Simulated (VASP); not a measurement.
Wanted: the native input for a VASP 6.6.1 run.

```yaml
Task: single point
Functional: PBEsol
Potentials_or_basis: VASP PAW PBE potentials, release 64 (Ti_sv, O)
Cutoff: 520 eV
k_mesh: 8 × 8 × 14
Occupations: gaussian, width 0.15 eV
Spin: no spin polarisation
Dipole_correction: no
Further_INCAR_settings: ALGO = Fast; EDIFF = 1e-07; NBANDS = 39
```

The structure of Ti3O4 lies in POSCAR:

```
Ti3O4
1.0
    2.9856366343     -4.0303540220      0.0000000000
    2.9856366343      4.0303540220      0.0000000000
    0.0000000000      0.0000000000      2.9690273773
Ti O
3 4
Direct
    0.0000000000      0.0000000000      0.5000000000
    0.5000000000      0.0000000000      0.0000000000
    0.0000000000      0.5000000000      0.0000000000
    0.7627833111      0.7627833111      0.0000000000
    0.2588765548      0.7411234452      0.5000000000
    0.2372166889      0.2372166889      0.0000000000
    0.7411234452      0.2588765548      0.5000000000
```

This cell differs from its parent crystal: strain +0.0250 x Voigt [1, 0, 0, 0, 0, 0].

One way to write it, as run:

INCAR

```
SYSTEM = Ti3O4
PREC = Accurate ; ENCUT = 520
EDIFF = 1E-7 ; ISMEAR = 0
SIGMA = 0.15 ; LREAL = .False.
LASPH = .True. ; NELM = 80
ALGO = Fast ; ISIF = 2
LWAVE = .False. ; LCHARG = .True.
GGA = PS ; LELF = .True.
LVHAR = .True. ; NBANDS = 39
```

KPOINTS

```
Automatic mesh
0
Gamma
  8 8 14
  0 0 0
```

Potentials or basis: VASP PAW PBE potentials, release 64 (Ti_sv, O).

Launch:

```sh
$ cat potpaw_PBE.64/Ti_sv/POTCAR potpaw_PBE.64/O/POTCAR > POTCAR
$ mpirun -np 1 vasp_std > vasp.out
```

Results of the run:

```json
{
 "Pressure": "-4.5 GPa",
 "Largest force": "0.307 eV/Å",
 "Band gap on the k mesh": "zero (bands 30 and 31 overlap by 1.13 eV)"
}
```

Caveat: the cell differs from its parent crystal (strain +0.0250 x Voigt [1, 0, 0, 0, 0, 0]); the stress differs along the axes, from -8 to -2 GPa; the PAW data sets were made with another functional, which shifts forces and pressure a little; semilocal functionals often make such compounds metallic where correlation or magnetic order opens a gap, which also shifts bond lengths.

Wall time 42 min on 1 thread of AMD EPYC 9755 128-Core Processor, on a shared host, peak memory 0.41 GiB.
